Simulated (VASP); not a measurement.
## Ta: single point with PBE

The system is Ta.

```xyz
1
Lattice="2.7422 0.0000 0.0000 0.0000 2.7422 0.0000 0.0000 0.0000 2.7422" Properties=species:S:1:pos:R:3 pbc="T T T"
Ta    0.0000    0.0000    0.0000
```

```
Program             : VASP 6.6.1
Task                : single point
Functional          : PBE
Potentials or basis : VASP PAW PBE potentials, release 64 (Ta_pv)
Cutoff              : 520 eV
k mesh              : 6 × 6 × 6
Occupations         : fermi-dirac, width 0.1 eV
Spin                : no spin polarisation
```

| Quantity | Value |
| --- | --- |
| Pressure | 1.9 GPa |

Levels at points of the mesh, in eV from the Fermi level:
| k point | band 4 | band 5 | band 6 | band 7 | band 8 | band 9 |
| --- | --- | --- | --- | --- | --- | --- |
| (0.00, 0.00, 0.00) | -7.15 | -2.44 | -2.44 | 6.28 | 6.28 | 6.28 |
| (0.50, 0.00, 0.00) | -3.64 | -1.47 | 0.08 | 2.56 | 2.56 | 6.68 |
| (0.50, 0.50, 0.00) | -3.81 | -1.25 | 3.33 | 3.33 | 5.21 | 5.21 |
| (0.50, 0.50, 0.50) | -2.15 | -2.15 | -2.15 | 7.67 | 9.08 | 9.08 |

Run time: 2.1 s on 1 thread of Intel(R) Xeon(R) 6975P-C (Granite Rapids) (shared host), peak memory 0.12 GiB.

Caveat: the k points lie up to 0.38 Å⁻¹ apart; spin-orbit coupling is left out, which moves the levels of the heavy elements.
